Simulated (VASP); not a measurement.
# Ca (Fm-3m) in VASP: further runs

Ca is run at these levels: PBE; tasks: single point.

Program: VASP 6.6.1. These are calculated values, not measurements. Logs are shortened: lines on timing, memory, paths and dates and some standing lists are left out, and cuts for length are marked.

### Step 1. The cell of the first run

Symmetry: Fm-3m, No. 225, cubic system. Conventional cell: a = 4.660 Å, b = 4.660 Å, c = 4.660 Å, α = 90.00°, β = 90.00°, γ = 90.00°. Within 4.3 Å of Ca (site symmetry m-3m) lie 12 Ca at 3.30 Å.

### Step 2. Single point, PBE (volume scaled by 0.6)

File INCAR:

```
PREC = Accurate
ENCUT = 520
EDIFF = 1E-6
ISMEAR = -1
SIGMA = 0.08
LREAL = F
LASPH = T
NELM = 60
ALGO = Normal
ISIF = 2
LWAVE = F
LCHARG = F
GGA = PE
NBANDS = 11
```

File KPOINTS:

```
Automatic mesh
0
Gamma
  12 12 12
```

File POSCAR:

```
Ca
1.0
    0.0000000000      2.3301573570      2.3301573570
    2.3301573570      0.0000000000      2.3301573570
    2.3301573570      2.3301573570      0.0000000000
Ca
1
Direct
    0.0000000000      0.0000000000      0.0000000000
```

Potentials or basis: VASP PAW PBE potentials, release 64 (Ca_sv).

Launch:

```console
$ cat potpaw_PBE.64/Ca_sv/POTCAR > POTCAR
$ mpirun -np 1 vasp_std > vasp.out
```

OUTCAR:

```text
PREC = Accurate
   ENCUT = 520
   EDIFF = 1E-6
   ISMEAR = -1
   LREAL = F
   LASPH = T
   NELM = 60
   ISIF = 2
   GGA = PE

 ion  position               nearest neighbor table
   1  0.000  0.000  0.000-

  LATTYP: Found a face centered cubic cell.
 ALAT       =     4.6603147140

  Lattice vectors:

 A1 = (   0.0000000000,   2.3301573570,   2.3301573570)
 A2 = (   2.3301573570,   0.0000000000,   2.3301573570)
 A3 = (   2.3301573570,   2.3301573570,   0.0000000000)

Analysis of symmetry for initial positions (statically):
=====================================================================
 Subroutine PRICEL returns:
 Original cell was already a primitive cell.

 Routine SETGRP: Setting up the symmetry group for a
 face centered cubic supercell.

 Subroutine GETGRP returns: Found 48 space group operations
 (whereof 48 operations were pure point group operations)
 out of a pool of 48 trial point group operations.

The static configuration has the point symmetry O_h .

Analysis of symmetry for dynamics (positions and initial velocities):
=====================================================================
 Subroutine PRICEL returns:
 Original cell was already a primitive cell.

 Routine SETGRP: Setting up the symmetry group for a
 face centered cubic supercell.

 Subroutine GETGRP returns: Found 48 space group operations
 (whereof 48 operations were pure point group operations)
 out of a pool of 48 trial point group operations.

The dynamic configuration has the point symmetry O_h .

 Subroutine INISYM returns: Found 48 space group operations
 (whereof 48 operations are pure point group operations),
 and found     1 'primitive' translations

----------------------------------------------------------------------------------------

                                     Primitive cell

  volume of cell :      25.3038

  direct lattice vectors                    reciprocal lattice vectors
     0.000000000  2.330157357  2.330157357    -0.214577783  0.214577783  0.214577783
     2.330157357  0.000000000  2.330157357     0.214577783 -0.214577783  0.214577783
     2.330157357  2.330157357  0.000000000     0.214577783  0.214577783 -0.214577783

  length of vectors
     3.295340137  3.295340137  3.295340137     0.371659623  0.371659623  0.371659623

  position of ions in fractional coordinates (direct lattice)
     0.000000000  0.000000000  0.000000000

  ion indices of the primitive-cell ions
   primitive index   ion index
                 1           1

----------------------------------------------------------------------------------------

 KPOINTS: Automatic mesh

Automatic generation of k-mesh.
 Grid dimensions read from file:
 generate k-points for:   12   12   12

 Generating k-lattice:

  Cartesian coordinates                     Fractional coordinates (reciprocal lattice)
    -0.017881482  0.017881482  0.017881482     0.083333333  0.000000000  0.000000000
     0.017881482 -0.017881482  0.017881482     0.000000000  0.083333333  0.000000000
     0.017881482  0.017881482 -0.017881482     0.000000000  0.000000000  0.083333333

  Length of vectors
     0.030971635  0.030971635  0.030971635

  Shift w.r.t. Gamma in fractional coordinates (k-lattice)
     0.000000000  0.000000000  0.000000000

 Subroutine IBZKPT returns following result:
 ===========================================

 Found     72 irreducible k-points:

 Following reciprocal coordinates:
            Coordinates               Weight
  0.000000  0.000000  0.000000      1.000000
  0.083333  0.000000  0.000000      8.000000
  0.166667  0.000000  0.000000      8.000000
  0.250000  0.000000  0.000000      8.000000
  0.333333  0.000000  0.000000      8.000000
  0.416667  0.000000  0.000000      8.000000
[... 16 lines left out ...]
  0.500000  0.166667  0.000000     24.000000
 -0.416667  0.166667  0.000000     24.000000
 [... further k-points ...]
   k-points           NKPTS =     72   k-points in BZ     NKDIM =     72   number of bands    NBANDS=     11
   number of dos      NEDOS =    301   number of ions     NIONS =      1
   total plane-waves  NPLWV =  21952
   dimension x,y,z NGX =    28 NGY =   28 NGZ =   28
   dimension x,y,z NGXF=    56 NGYF=   56 NGZF=   56
   ions per type =               1
   NGX,Y,Z   is equivalent  to a cutoff of  14.13, 14.13, 14.13 a.u.
   NGXF,Y,Z  is equivalent  to a cutoff of  28.25, 28.25, 28.25 a.u.
 SYSTEM =  unknown system
   PREC   = accura    normal or accurate (medium, high low for compatibility)
   ISTART =      0    job   : 0-new  1-cont  2-samecut
   ICHARG =      2    charge: 1-file 2-atom 10-const
   ISPIN  =      1    spin polarized calculation?
   LNONCOLLINEAR =      F non collinear calculations
   LSORBIT =      F    spin-orbit coupling
   LASPH  =      T    aspherical Exc in radial PAW
   ENCUT  =  520.0 eV  38.22 Ry    6.18 a.u.   6.13  6.13  6.13*2*pi/ulx,y,z
   NELM   =     60;   NELMIN=  2; NELMDL= -5     # of ELM steps
   EDIFF  = 0.1E-05   stopping-criterion for ELM
   LREAL  =      F    real-space projection
   EDIFFG = 0.1E-04   stopping-criterion for IOM
   NSW    =      0    number of steps for IOM
   IBRION =     -1    ionic relax: 0-MD 1-quasi-New 2-CG
   NFREE  =      0    steps in history (QN), initial steepest desc. (CG)
   ISIF   =      2    stress and relaxation
   ISYM   =      2    0-nonsym 1-usesym 2-fastsym
   POTIM  = 0.5000    time-step for ionic-motion
   TEBEG  =    0.0;   TEEND  =   0.0 temperature during run
   PSTRESS=    0.0 pullay stress
   NELECT =      10.0000    total number of electrons
   NUPDOWN=      -1.0000    fix difference up-down
   EMIN   =  10.00;   EMAX   =-10.00  energy-range for DOS
   EFERMI =   0.00;   METHOD = LEGACY
   ISMEAR =    -1;   SIGMA  =   0.08  broadening in eV -4-tet -1-fermi 0-gaus
   EFERMI_NEDOS =   21; number of points for ismear=-14 and -15
   IALGO  =     38    algorithm
   IMIX   =      4    mixing-type and parameters
     AMIX     =   0.40;   BMIX     =  1.00
     AMIX_MAG =   1.60;   BMIX_MAG =  1.00
  volume/ion in A,a.u.               =      25.30       170.76
  Fermi-wavevector in a.u.,A,eV,Ry     =   1.201378  2.270275 19.637404  1.443308
  Thomas-Fermi vector in A             =   2.337188
   LORBIT       =      0    0 simple, 1 ext, 2 COOP (PROOUT), +10 PAW based schemes
   GGA     = PE    functional components
   LHFCALC =     F    Hartree Fock is set to
   AEXX    =    0.0000 exact exchange contribution
   IVDW    =     0    specifies the selected vdW correction
   LEPSILON=     F    determine dielectric tensor
   LRPA    =     F    only Hartree local field effects (RPA)
 non-spin polarized calculation
  energy-cutoff  :      520.00
  volume of cell :       25.30
 maximum number of plane-waves:       701
 NGX is ok and might be reduce to    28
   NGX = 13   NGY = 13   NGZ = 13

 number of electron      10.0000001 magnetization

 Free energy of the ion-electron system (eV)
  ---------------------------------------------------
  ext. energy  EPLUGINS =         0.00000000
  ---------------------------------------------------
  free energy    TOTEN  =        -1.21199124 eV

  energy without entropy =       -1.19528809  energy(sigma->0) =       -1.20363967

 E-fermi :   4.4938     XC(G=0):  -9.5071

 val. band max:        4.4756818822   @ k =   0.5000   0.5000   0.0000
 cond. band min:       4.5593811509   @ k =  -0.4167   0.2500   0.0000
 fundamental gap:      0.0836992687
 Fermi energy:         4.4938058527

 k-point     1 :       0.0000    0.0000    0.0000
  band No.  band energies     occupation
      1     -36.5713      2.00000
      2     -17.2352      2.00000
      3     -17.2352      2.00000
      4     -17.2352      2.00000
      5      -0.2955      2.00000
      6       7.3825      0.00000
      7       7.3825      0.00000
      8       7.3825      0.00000
      9       9.2759      0.00000
     10       9.2759      0.00000
     11      16.0831      0.00000

 k-point     2 :       0.0833    0.0000    0.0000
  band No.  band energies     occupation
      1     -36.5629      2.00000
      2     -17.2903      2.00000
      3     -17.2415      2.00000
      4     -17.2415      2.00000
      5      -0.1040      2.00000
      6       7.1745      0.00000
      7       7.4622      0.00000
      8       7.4622      0.00000
      9       9.1965      0.00000
     10       9.1965      0.00000
     11      16.4304      0.00000

 k-point     3 :       0.1667    0.0000    0.0000
  band No.  band energies     occupation
      1     -36.5400      2.00000
      2     -17.4382      2.00000
      3     -17.2589      2.00000
      4     -17.2589      2.00000
      5       0.4397      2.00000
      6       6.6749      0.00000
      7       7.6163      0.00000
      8       7.6163      0.00000
      9       9.0893      0.00000
     10       9.0893      0.00000
     11      16.9488      0.00000

 k-point     4 :       0.2500    0.0000    0.0000
  band No.  band energies     occupation
      1     -36.5084      2.00000
      2     -17.6344      2.00000
      3     -17.2825      2.00000
      4     -17.2825      2.00000
      5       1.2426      2.00000
      6       6.1082      0.00000
      7       7.6083      0.00000
      8       7.6083      0.00000
      9       9.2683      0.00000
     10       9.2683      0.00000
     11      15.5721      0.00000

 k-point     5 :       0.3333    0.0000    0.0000
  band No.  band energies     occupation
      1     -36.4766      2.00000
      2     -17.8244      2.00000
      3     -17.3059      2.00000
      4     -17.3059      2.00000
      5       2.1422      2.00000
      6       5.6375      0.00000
      7       7.4144      0.00000
      8       7.4144      0.00000
      9       9.7706      0.00000
     10       9.7706      0.00000
     11      14.4754      0.00000
[... 211 lines left out ...]
 k-point    21 :       0.3333    0.1667    0.0000
  band No.  band energies     occupation
      1     -36.4770      2.00000
      2     -17.7134      2.00000
      3     -17.3627      2.00000
      4     -17.3585      2.00000
      5       2.0553      2.00000
      6       5.6097      0.00000
      7       6.9733      0.00000
      8       8.0783      0.00000
      9       9.0895      0.00000
     10      10.0725      0.00000
     11      15.6741      0.00000

 k-point    22 :       0.4167    0.1667    0.0000
  band No.  band energies     occupation
      1     -36.4508      2.00000
      2     -17.8482      2.00000
      3     -17.4054      2.00000
      4     -17.3729      2.00000
      5       2.9082      2.00000
      6       5.2559      0.00015
      7       6.6431      0.00000
      8       7.9074      0.00000
      9       9.9043      0.00000
     10      10.4665      0.00000
     11      14.2764      0.00000

 k-point    23 :       0.5000    0.1667    0.0000
  band No.  band energies     occupation
      1     -36.4344      2.00000
      2     -17.9278      2.00000
      3     -17.4455      2.00000
      4     -17.3721      2.00000
      5       3.6042      1.99997
      6       4.9451      0.00708
      7       6.5567      0.00000
      8       7.7361      0.00000
      9      10.5678      0.00000
     10      10.6904      0.00000
     11      13.2583      0.00000

 k-point    24 :      -0.4167    0.1667    0.0000
  band No.  band energies     occupation
      1     -36.4322      2.00000
      2     -17.9345      2.00000
      3     -17.4708      2.00000
      4     -17.3564      2.00000
      5       3.7597      1.99979
      6       4.9355      0.00797
      7       6.5127      0.00000
      8       7.6625      0.00000
      9      10.2149      0.00000
     10      11.1192      0.00000
     11      13.1908      0.00000

 [... further k-points ...]

------------------------ aborting loop because EDIFF is reached ----------------------------------------

  FORCE on cell =-STRESS in cart. coord.  units (eV):
  Direction    XX          YY          ZZ          XY          YZ          ZX
  --------------------------------------------------------------------------------------
  -------------------------------------------------------------------------------------
  Total        3.0876535      3.0876535      3.0876535      0.0000000     -0.0000000      0.0000000
  in kB      195.5029842    195.5029842    195.5029842      0.0000000     -0.0000000      0.0000000
  external PRESSURE =     195.5029842 kB  Pullay stress =       0.0000000 kB

 VOLUME and BASIS-vectors are now :
 -----------------------------------------------------------------------------
  energy-cutoff  :      520.00
  volume of cell :       25.30
      direct lattice vectors                 reciprocal lattice vectors
     0.000000000  2.330157357  2.330157357    -0.214577783  0.214577783  0.214577783
     2.330157357  0.000000000  2.330157357     0.214577783 -0.214577783  0.214577783
     2.330157357  2.330157357  0.000000000     0.214577783  0.214577783 -0.214577783

 POSITION                                       TOTAL-FORCE (eV/Angst)
 -----------------------------------------------------------------------------------
      0.00000      0.00000      0.00000         0.000000      0.000000      0.000000
 -----------------------------------------------------------------------------------
    total drift:                               -0.000000     -0.000000     -0.000000

  FREE ENERGIE OF THE ION-ELECTRON SYSTEM (eV)
  ---------------------------------------------------
  free  energy   TOTEN  =        -1.2119912417 eV

  energy  without entropy=       -1.1952880936  energy(sigma->0) =       -1.20363967
```

It took 32 s on 1 thread of Intel Xeon 6975P-C, shared host; peak memory 0.17 GiB.

What came out:

- Free energy: -1.2120 eV
- Pressure: 19.6 GPa

### Step 3. Single point, PBE (volume scaled by 0.68)

File INCAR:

```
PREC = Accurate
ENCUT = 520
EDIFF = 1E-7
ISMEAR = -1
SIGMA = 0.08
LREAL = False
LASPH = True
NELM = 100
ALGO = Normal
ISIF = 2
LWAVE = False
LCHARG = False
GGA = PE
NBANDS = 11
```

KPOINTS is that of step 2.

File POSCAR:

```
Ca
1.0
    0.0000000000      2.4294304524      2.4294304524
    2.4294304524      0.0000000000      2.4294304524
    2.4294304524      2.4294304524      0.0000000000
Ca
1
Direct
    0.0000000000      0.0000000000      0.0000000000
```

Potentials or basis: VASP PAW PBE potentials, release 64 (Ca_sv).

Launch:

```console
$ cat potpaw_PBE.64/Ca_sv/POTCAR > POTCAR
$ mpirun -np 1 vasp_std > vasp.out
```

Wall time 42 s (1 thread of Intel Xeon 6975P-C, shared host); peak memory 0.17 GiB.

The run converged. Its results:

```yaml
Free_energy: -1.5433 eV
Pressure: 12.3 GPa
```

Levels at points of the mesh, in eV from the Fermi level:
```
           k point  band 2  band 3  band 4  band 5  band 6  band 7  band 8  band 9
(0.00, 0.00, 0.00)  -22.04  -22.04  -22.04   -4.68    2.76    2.76    2.76    4.42
(0.50, 0.00, 0.00)  -22.56  -22.10  -22.10   -1.23    0.38    2.57    2.57    5.50
(0.50, 0.50, 0.00)  -22.52  -22.22  -22.22   -1.04    0.17    2.01    5.49    5.79
```

### Step 4. Single point, PBE (volume scaled by 0.68)

File INCAR:

```
SYSTEM = Ca
ALGO = Normal
EDIFF = 1E-6
ENCUT = 520
GGA = PE
ISIF = 2
ISMEAR = -1
LASPH = .TRUE.
LCHARG = .FALSE.
LREAL = .FALSE.
LWAVE = .FALSE.
NBANDS = 11
NELM = 100
PREC = Accurate
SIGMA = 0.08
```

File KPOINTS:

```
k-points
0
G
  12 12 12
  0 0 0
```

POSCAR is that of step 3.

Launch:

```console
$ cat potpaw_PBE.64/Ca_sv/POTCAR > POTCAR
$ mpirun -np 1 vasp_std > vasp.out
```

Wall time 36 s (1 thread of Intel Xeon 6975P-C, shared host); peak memory 0.16 GiB.

The run converged. Its results:

* Free energy: -1.5433 eV
* Pressure: 12.3 GPa

Levels at points of the mesh, in eV from the Fermi level:
```csv
k point,band 1,band 2,band 3,band 4,band 5,band 6,band 7,band 8,band 9,band 10
"(0.00, 0.00, 0.00)",-41.26,-22.04,-22.04,-22.04,-4.68,2.76,2.76,2.76,4.42,4.42
"(0.50, 0.00, 0.00)",-41.18,-22.56,-22.10,-22.10,-1.23,0.38,2.57,2.57,5.50,5.50
"(0.50, 0.50, 0.00)",-41.16,-22.52,-22.22,-22.22,-1.04,0.17,2.01,5.49,5.79,5.79
```
